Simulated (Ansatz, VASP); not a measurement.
**Two plane-wave programs on BeS**

File POSCAR:

```
BeS
1.0
    0.0000000000      2.4343062304      2.4343062304
    2.4343062304      0.0000000000      2.4343062304
    2.4343062304      2.4343062304      0.0000000000
Be S
1 1
Direct
    0.0000000000      0.0000000000      0.0000000000
    0.2500000000      0.2500000000      0.2500000000
```

File INCAR.step1:

```
SYSTEM = BeS
ALGO = Normal
EDIFF = 1E-4
ENCUT = 520
GGA = PE
ISMEAR = 0
LASPH = .TRUE.
LCHARG = .FALSE.
LREAL = .FALSE.
LWAVE = .TRUE.
NBANDS = 11
NELM = 60
PREC = Accurate
SIGMA = 0.001
```

Contents of INCAR.step2:

```
SYSTEM = BeS
ALGO = Normal
EDIFF = 1E-6
ENCUT = 520
ISIF = 2
ISMEAR = 0
ISTART = 1
LASPH = .TRUE.
LCHARG = .FALSE.
LMIXTAU = .TRUE.
LREAL = .FALSE.
LWAVE = .FALSE.
METAGGA = R2SCAN
NBANDS = 11
NELM = 60
PREC = Accurate
SIGMA = 0.001
```

KPOINTS

```
k-points
0
G
  6 6 6
  0 0 0
```

Input for Ansatz:

```yaml
crystal:
  lattice:
    - [0.0, 2.4343062304, 2.4343062304]
    - [2.4343062304, 0.0, 2.4343062304]
    - [2.4343062304, 2.4343062304, 0.0]
  atoms:
    - { symbol: Be, position: [0.0, 0.0, 0.0] }
    - { symbol: S, position: [0.25, 0.25, 0.25] }
kpoints:
  mp_grid: { grid: [6, 6, 6] }
hamiltonian:
  xc: r2scan
scf:
  occupations: { method: gaussian, width: 0.001 }
  n_extra_bands: 4
output:
  forces: true
  stress: true
  eigenvalues: true
```

Alike in both runs: task single point; functional r2SCAN; k mesh 6 × 6 × 6; occupations gaussian, width 0.001 eV; no spin polarisation.

```csv
,VASP,Ansatz
version,VASP 6.6.1,Ansatz 0.2.0
potentials or method,"VASP PAW PBE potentials, release 64 (Be, S)",plane waves
plane-wave cutoff (eV),520,500
valence electrons in the cell,8,8
```

|  | VASP | Ansatz | Ansatz less VASP |
| --- | --- | --- | --- |
| gap on the k mesh at the Fermi level (eV) | 3.60 | 3.59 | -0.009 |
| pressure (GPa) | 0.3 | 0.0 | -0.27 |

VASP's potentials were made for PBE, not for r2SCAN. With one functional, cell and mesh, what is left measures potentials, basis and numerics.
